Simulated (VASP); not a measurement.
# F (C2/m) in VASP: notebook, part 2 of 2

VASP 6.6.1.

## (3) Single point, PBEsol

INCAR reads:

```
  ALGO = Normal
  EDIFF = 1E-7
  ENCUT = 520
  GGA = PS
  ISIF = 2
  ISMEAR = 0
  LASPH = True
  LCHARG = False
  LREAL = False
  LWAVE = False
  NBANDS = 22
  NELM = 100
  PREC = Accurate
  SIGMA = 0.05
```

KPOINTS reads:

```
k-points
0
Gamma
  4 4 2
```

POSCAR reads:

```
F
1.0
    3.1004838602     -1.7819543364     -0.2391360627
    3.1004838602      1.7819543364     -0.2391360627
   -2.3313270155      0.0000000000      7.1362390124
F
4
Direct
    0.0848459664      0.0848459664      0.0940038325
    0.9151540336      0.9151540336      0.9059961675
    0.5015719855      0.5015719855      0.5937195244
    0.4984280145      0.4984280145      0.4062804756
```

Potentials or basis: VASP PAW PBE potentials, release 64 (F).

Launch:

```bash
> cat potpaw_PBE.64/F/POTCAR > POTCAR
> mpirun -np 1 vasp_std > vasp.out
```

OUTCAR:

```text
EDIFF = 1E-7
   ENCUT = 520
   GGA = PS
   ISIF = 2
   ISMEAR = 0
   LASPH = True
   LREAL = False
   NELM = 100
   PREC = Accurate

 ion  position               nearest neighbor table
   1  0.085  0.085  0.094-   2 1.40
   2  0.915  0.915  0.906-   1 1.40
   3  0.502  0.502  0.594-   4 1.40
   4  0.498  0.498  0.406-   3 1.40

  LATTYP: Found a base centered monoclinic cell.
 ALAT       =     6.2193846074
 B/A-ratio  =     0.5730323654
 C/A-ratio  =     1.2070962569
 COS(beta)  =    -0.3827161857

  Lattice vectors:

 A1 = (   3.1004838602,  -1.7819543364,  -0.2391360627)
 A2 = (   3.1004838602,   1.7819543364,  -0.2391360627)
 A3 = (  -2.3313270155,   0.0000000000,   7.1362390124)

Analysis of symmetry for initial positions (statically):
=====================================================================
 Subroutine PRICEL returns:
 Original cell was already a primitive cell.

 Routine SETGRP: Setting up the symmetry group for a
 base centered monoclinic supercell.

 Subroutine GETGRP returns: Found  4 space group operations
 (whereof  4 operations were pure point group operations)
 out of a pool of  4 trial point group operations.

The static configuration has the point symmetry C_2h.

Analysis of symmetry for dynamics (positions and initial velocities):
=====================================================================
 Subroutine PRICEL returns:
 Original cell was already a primitive cell.

 Routine SETGRP: Setting up the symmetry group for a
 base centered monoclinic supercell.

 Subroutine GETGRP returns: Found  4 space group operations
 (whereof  4 operations were pure point group operations)
 out of a pool of  4 trial point group operations.

The dynamic configuration has the point symmetry C_2h.
[... 106 lines left out ...]
   EFERMI =   0.00;   METHOD = LEGACY
   ISMEAR =     0;   SIGMA  =   0.05  broadening in eV -4-tet -1-fermi 0-gaus
   EFERMI_NEDOS =   21; number of points for ismear=-14 and -15
   IALGO  =     38    algorithm
   IMIX   =      4    mixing-type and parameters
     AMIX     =   0.40;   BMIX     =  1.00
     AMIX_MAG =   1.60;   BMIX_MAG =  1.00
  volume/ion in A,a.u.               =      19.22       129.68
  Fermi-wavevector in a.u.,A,eV,Ry     =   1.169177  2.209423 18.598807  1.366974
  Thomas-Fermi vector in A             =   2.305653
   LORBIT       =      0    0 simple, 1 ext, 2 COOP (PROOUT), +10 PAW based schemes
   GGA     = PS    functional components
   LHFCALC =     F    Hartree Fock is set to
   AEXX    =    0.0000 exact exchange contribution
   IVDW    =     0    specifies the selected vdW correction
   LEPSILON=     F    determine dielectric tensor
   LRPA    =     F    only Hartree local field effects (RPA)
 non-spin polarized calculation
 Gauss-broadening in eV      SIGMA  =   0.05
  energy-cutoff  :      520.00
  volume of cell :       76.87
 maximum number of plane-waves:      2097
 NGX is ok and might be reduce to    28
   NGX = 13   NGY = 13   NGZ = 27

 number of electron      28.0000018 magnetization

 Free energy of the ion-electron system (eV)
  ---------------------------------------------------
  ext. energy  EPLUGINS =         0.00000000
  ---------------------------------------------------
  free energy    TOTEN  =        -7.79534629 eV

  energy without entropy =       -7.79534629  energy(sigma->0) =       -7.79534629

 E-fermi :  -5.4494     XC(G=0):  -6.7565

 val. band max:       -5.7767784611   @ k =   0.5000   0.5000  -0.0000
 cond. band min:      -2.7656528256   @ k =   0.0000   0.0000   0.0000
 fundamental gap:      3.0111256355
 Fermi energy:        -5.4494382753

 k-point     1 :       0.0000    0.0000    0.0000
  band No.  band energies     occupation
      1     -30.8946      2.00000
      2     -30.7370      2.00000
      3     -24.2715      2.00000
      4     -24.0148      2.00000
      5     -12.4586      2.00000
      6     -11.8725      2.00000
[... 339 lines left out ...]
     21       9.0442      0.00000
     22       9.2273      0.00000

------------------------ aborting loop because EDIFF is reached ----------------------------------------

  FORCE on cell =-STRESS in cart. coord.  units (eV):
  Direction    XX          YY          ZZ          XY          YZ          ZX
  --------------------------------------------------------------------------------------
  -------------------------------------------------------------------------------------
  Total       -0.0756294     -0.2492544      0.8117697      0.0000000      0.0000000      0.0652304
  in kB       -1.5763724     -5.1953064     16.9200306      0.0000000      0.0000000      1.3596232
  external PRESSURE =       3.3827839 kB  Pullay stress =       0.0000000 kB

 VOLUME and BASIS-vectors are now :
 -----------------------------------------------------------------------------
  energy-cutoff  :      520.00
  volume of cell :       76.87
      direct lattice vectors                 reciprocal lattice vectors
     3.100483860 -1.781954336 -0.239136063     0.165433587 -0.280590804  0.054045246
     3.100483860  1.781954336 -0.239136063     0.165433587  0.280590804  0.054045246
    -2.331327015  0.000000000  7.136239012     0.011087391  0.000000000  0.143751959

 POSITION                                       TOTAL-FORCE (eV/Angst)
 -----------------------------------------------------------------------------------
      0.30697      0.00000      0.63025         0.190454      0.000000      0.388556
      3.56267      0.00000      6.02771        -0.190454      0.000000     -0.388556
      1.72608      0.00000      3.99704        -0.126122      0.000000      0.410517
      2.14356      0.00000      2.66093         0.126122      0.000000     -0.410517
 -----------------------------------------------------------------------------------
    total drift:                                0.000000      0.000000     -0.000000

  FREE ENERGIE OF THE ION-ELECTRON SYSTEM (eV)
  ---------------------------------------------------
  free  energy   TOTEN  =        -7.7953462890 eV

  energy  without entropy=       -7.7953462890  energy(sigma->0) =       -7.79534629
```

stdout:

```text
POSCAR found type information on POSCAR F
 POSCAR found :  1 types and       4 ions
 scaLAPACK will be used
 -----------------------------------------------------------------------------
|                                                                             |
|                                                                             |
|     You enforced a specific xc type in the INCAR file but a different       |
|     I HOPE YOU KNOW WHAT YOU ARE DOING!                                     |
|                                                                             |
 -----------------------------------------------------------------------------

 LDA part: xc-table for (Slater+PW92), standard interpolation
 POSCAR, INCAR and KPOINTS ok, starting setup
 FFT: planning ... GRIDC
 FFT: planning ... GRID_SOFT
 FFT: planning ... GRID
 WAVECAR not read
 entering main loop
```

It took 35 s on 1 thread of Intel Xeon Platinum 8488C (Sapphire Rapids), shared host; peak memory 0.15 GiB.

What came out:

```
Free energy            : -7.7953 eV
Pressure               : 0.3 GPa
Largest force          : 0.433 eV/Å
Band gap on the k mesh : 3.01 eV (least direct gap 3.10 eV)
```

Forces on the atoms (eV/Å):
```
F    0.190  0.000  0.389
F   -0.190  0.000 -0.389
F   -0.126  0.000  0.411
F    0.126  0.000 -0.411
```

Levels at points of the mesh, in eV from the valence-band top:
| k point | band 12 | band 13 | band 14 | band 15 | band 16 | band 17 |
| --- | --- | --- | --- | --- | --- | --- |
| (0.00, 0.00, 0.00) | -0.17 | -0.11 | -0.09 | 3.01 | 3.77 | 8.61 |
| (0.50, 0.00, 0.00) | -0.29 | -0.29 | -0.17 | 3.42 | 3.51 | 12.48 |
| (0.50, 0.50, 0.00) | -0.28 | -0.19 | 0.00 | 3.37 | 3.50 | 12.79 |
| (0.00, 0.00, 0.50) | -0.17 | -0.17 | -0.09 | 3.33 | 3.41 | 9.45 |
| (0.50, 0.00, 0.50) | -0.33 | -0.20 | -0.07 | 3.25 | 3.65 | 12.39 |
| (0.50, 0.50, 0.50) | -0.25 | -0.18 | -0.10 | 3.41 | 3.50 | 12.42 |

Caveat: the k points lie up to 0.52 Å⁻¹ apart; this functional lacks dispersion, which holds the molecules together, so the pressure and a relaxed volume are unreliable; the PAW data sets were made with another functional, which shifts forces and pressure a little.

## (4) Single point, PBEsol

INCAR reads:

```
SYSTEM = F
PREC = Accurate
ENCUT = 520
EDIFF = 1E-7
ISMEAR = 0
SIGMA = 0.02
LREAL = .FALSE.
LASPH = .TRUE.
NELM = 80
ALGO = Normal
ISIF = 2
LWAVE = .FALSE.
LCHARG = .FALSE.
GGA = PS
NBANDS = 22
```

KPOINTS reads:

```
Automatic mesh
0
G
  8 8 4
  0 0 0
```

POSCAR is that of step 3.

Launch:

```bash
> cat potpaw_PBE.64/F/POTCAR > POTCAR
> mpirun -np 1 vasp_std > vasp.out
```

Wall time 2.1 min (1 thread of Intel Xeon Platinum 8488C (Sapphire Rapids), shared host); peak memory 0.21 GiB.

Results (log left out):

```
Free energy            : -7.7953 eV
Pressure               : 0.3 GPa
Largest force          : 0.433 eV/Å
Band gap on the k mesh : 3.01 eV (least direct gap 3.10 eV)
```

Forces in eV/Å, atoms in the order of the input:
```
F    0.191  0.000  0.388
F   -0.191  0.000 -0.388
F   -0.126  0.000  0.411
F    0.126  0.000 -0.411
```

Stress tensor (GPa, compression positive):
```
-0.16  0.00  0.13
 0.00 -0.52  0.00
 0.13  0.00  1.69
```

Levels at points of the mesh, in eV from the valence-band top:
```
           k point  band 10  band 11  band 12  band 13  band 14  band 15  band 16  band 17  band 18  band 19
(0.00, 0.00, 0.00)    -3.50    -0.33    -0.17    -0.11    -0.09     3.01     3.77     8.61    11.06    12.02
(0.50, 0.00, 0.00)    -3.59    -0.36    -0.29    -0.29    -0.17     3.42     3.51    12.48    12.63    14.15
(0.50, 0.50, 0.00)    -3.55    -0.33    -0.28    -0.19     0.00     3.37     3.50    12.79    13.00    13.17
(0.00, 0.00, 0.50)    -3.50    -0.29    -0.17    -0.17    -0.09     3.33     3.41     9.45     9.47    14.66
(0.50, 0.00, 0.50)    -3.55    -0.47    -0.33    -0.20    -0.07     3.25     3.65    12.39    13.23    13.46
(0.50, 0.50, 0.50)    -3.61    -0.36    -0.25    -0.18    -0.10     3.41     3.50    12.42    12.55    14.59
```

Caveat: this functional lacks dispersion, which holds the molecules together, so the pressure and a relaxed volume are unreliable; the PAW data sets were made with another functional, which shifts forces and pressure a little.
